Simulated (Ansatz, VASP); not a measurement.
One calculation of Re, two programs

The input INCAR:

```
SYSTEM = Re
PREC = Accurate ; ENCUT = 520
EDIFF = 1E-7 ; ISMEAR = -1
SIGMA = 0.03 ; LREAL = .FALSE.
LASPH = .TRUE. ; NELM = 60
ALGO = Normal ; ISIF = 2
LWAVE = .FALSE. ; LCHARG = .FALSE.
NBANDS = 10
```

The input KPOINTS:

```
Automatic mesh
0
G
  14 14 14
  0 0 0
```

Contents of POSCAR:

```
Re
1.0
    0.0000000000      1.9350255327      1.9350255327
    1.9350255327      0.0000000000      1.9350255327
    1.9350255327      1.9350255327      0.0000000000
Re
1
Direct
    0.0000000000      0.0000000000      0.0000000000
```

Input for Ansatz:

```yaml
crystal:
  lattice:
    - [0.0, 1.9350255327, 1.9350255327]
    - [1.9350255327, 0.0, 1.9350255327]
    - [1.9350255327, 1.9350255327, 0.0]
  atoms:
    - { symbol: Re, position: [0.0, 0.0, 0.0] }
kpoints:
  mp_grid: { grid: [14, 14, 14] }
scf:
  occupations: { method: fermi_dirac, width: 0.03 }
hamiltonian:
  xc: lda
  pseudopotentials: { kind: all_electron, lapw: { basis_error: 0.001 } }
output:
  forces: true
  stress: true
  eigenvalues: true
```

Change from the starting cell: volume scaled by 0.9405.

Alike in both runs: task single point; functional LDA; k mesh 14 × 14 × 14; occupations fermi-dirac, width 0.03 eV; no spin polarisation.

```csv
,VASP,Ansatz
version,VASP 6.6.1,Ansatz 0.2.0
potentials or method,"VASP PAW LDA potentials, release 64 (Re), cutoff 520 eV","all-electron LAPW, scalar-relativistic"
```

```tsv
	VASP	Ansatz	Ansatz less VASP
pressure (GPa)	-1.9	-3.3	-1.32
```

LDA's correlation is that of Perdew and Zunger in VASP and of Perdew and Wang (1992) in Ansatz. Ansatz ran all-electron here, and VASP with PAW potentials.

Neither program's run includes spin-orbit coupling.
